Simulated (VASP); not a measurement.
Crystal: BAs.

```xyz
2
Lattice="0.0000 2.4199 2.4199 2.4199 0.0000 2.4199 2.4199 2.4199 0.0000" Properties=species:S:1:pos:R:3 pbc="T T T"
As    3.6299    3.6299    3.6299
B     0.0000    0.0000    0.0000
```

This cell differs from its parent crystal: volume scaled by 1.04.

Base run:

- Program: VASP 6.6.1
- Functional: PBEsol
- Potentials or basis: VASP PAW PBE potentials, release 64 (As, B)
- Cutoff: 520 eV
- k mesh: 10 × 10 × 10
- Occupations: fermi-dirac, width 0.05 eV
- Spin: no spin polarisation

Its results: band gap on the k mesh 1.11 eV, indirect (least direct gap 3.19 eV); pressure -5.0 GPa.

Question: The run is repeated on the same cell with these changes: functional from PBEsol to PBE; further incar settings from ALGO = Normal; EDIFF = 1e-07; NBANDS = 11 to ALGO = Normal; EDIFF = 1e-06; NBANDS = 11. What comes out?

Answer: Band gap on the k mesh 1.22 eV, indirect (least direct gap 3.23 eV); pressure -1.9 GPa.

Caveats: the PAW data sets were made with another functional, which shifts forces and pressure a little (some runs).

A k mesh can miss the band edges.
